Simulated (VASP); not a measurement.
A run of VASP 6.6.1 is set up as follows.

File INCAR:

```
PREC = Accurate
ENCUT = 600
EDIFF = 1E-6
ISMEAR = 0
SIGMA = 0.2
LREAL = False
LASPH = True
NELM = 80
ALGO = Fast
ISIF = 3
LWAVE = False
LCHARG = False
GGA = PE
IBRION = 2
NSW = 36
EDIFFG = -0.08
```

Contents of KPOINTS:

```
regular mesh
0
Gamma
  5 5 1
```

Contents of POSCAR:

```
TePtW5
1.0
    3.2000000000      0.0000000000      0.0000000000
    0.0000000000      3.2000000000      0.0000000000
    0.0000000000      0.0000000000     24.8000000000
Te Pt W
2 2 10
Direct
    0.0000000000      0.5000000000      0.9415000000
    0.5000000000      0.0000000000      0.0585000000
    0.5000000000      0.0000000000      0.8629000000
    0.0000000000      0.5000000000      0.1371000000
    0.5000000000      0.0000000000      0.2097000000
    0.0000000000      0.5000000000      0.2742000000
    0.0000000000      0.5000000000      0.4032000000
    0.5000000000      0.0000000000      0.4677000000
    0.5000000000      0.0000000000      0.3387000000
    0.5000000000      0.0000000000      0.7258000000
    0.0000000000      0.5000000000      0.6613000000
    0.5000000000      0.0000000000      0.5968000000
    0.0000000000      0.5000000000      0.5323000000
    0.0000000000      0.5000000000      0.7903000000
```

Potentials or basis: VASP PAW PBE potentials, release 64 (Te, Pt, W_sv).

Launch:

```console
$ cat potpaw_PBE.64/Te/POTCAR potpaw_PBE.64/Pt/POTCAR potpaw_PBE.64/W_sv/POTCAR > POTCAR
$ mpirun -np 1 vasp_std > vasp.out
```

**Question.** Predict the space group after relaxing (to 0.1 Å).

**Answer.** P4/nmm (No. 129).

**Question.** What does it give for the relaxed cell?

**Answer.** a = 3.249 Å, b = 3.249 Å, c = 23.782 Å, α = 90.00°, β = 90.00°, γ = 90.00°.

Forces on the atoms (eV/Å):
```
Te   0.000  0.000 -0.067
Te   0.000  0.000  0.067
Pt   0.000  0.000 -0.058
Pt   0.000  0.000  0.058
W    0.000  0.000 -0.045
W    0.000  0.000  0.029
W    0.000  0.000 -0.021
W    0.000  0.000  0.045
W    0.000  0.000  0.044
W    0.000  0.000 -0.029
W    0.000  0.000 -0.044
W    0.000  0.000  0.021
W    0.000  0.000 -0.045
W    0.000  0.000  0.045
```

Caveat: the k points lie up to 0.39 Å⁻¹ apart in the final cell; the relaxation stopped at a loose force limit of 0.08 eV/Å, so its end isn't a converged minimum.
